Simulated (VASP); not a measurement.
Set up this calculation in VASP 6.6.1, as the native input.

- Task: single point
- Functional: PBEsol
- Potentials or basis: VASP PAW PBE potentials, release 64 (Pt)
- Cutoff: 520 eV
- k mesh: 16 × 16 × 16
- Occupations: fermi-dirac, width 0.1 eV
- Spin: no spin polarisation
- Dipole correction: no
- Further INCAR settings: ALGO = Normal; EDIFF = 1e-06; NBANDS = 11

The structure of Pt lies in POSCAR:

```
Pt
1.0
   -1.5613980215      1.5613980215      1.5613980215
    1.5613980215     -1.5613980215      1.5613980215
    1.5613980215      1.5613980215     -1.5613980215
Pt
1
Direct
    0.0000000000      0.0000000000      0.0000000000
```

The input as run:

INCAR

```
  PREC = Accurate
  ENCUT = 520
  EDIFF = 1E-6
  ISMEAR = -1
  SIGMA = 0.1
  LREAL = F
  LASPH = T
  NELM = 80
  ALGO = Normal
  ISIF = 2
  LWAVE = F
  LCHARG = F
  GGA = PS
  NBANDS = 11
```

KPOINTS

```
regular mesh
0
Gamma
  16 16 16
```

Potentials or basis: VASP PAW PBE potentials, release 64 (Pt).

The run is started by

```console
$ cat potpaw_PBE.64/Pt/POTCAR > POTCAR
$ mpirun -np 1 vasp_std > vasp.out
```

Results of the run:

```yaml
Pressure: -0.4 GPa
Band_gap_on_the_k_mesh: zero (band 5 reaches 11.81 eV, above the bottom of band 6 at 9.50 eV)
```

Caveat: the PAW data sets were made with another functional, which shifts forces and pressure a little; spin-orbit coupling is left out, which moves the levels of the heavy elements.

It took 7.4 s on 1 thread of AMD EPYC 9R45 96-Core Processor (Zen 5), on a shared host, peak memory 0.11 GiB.
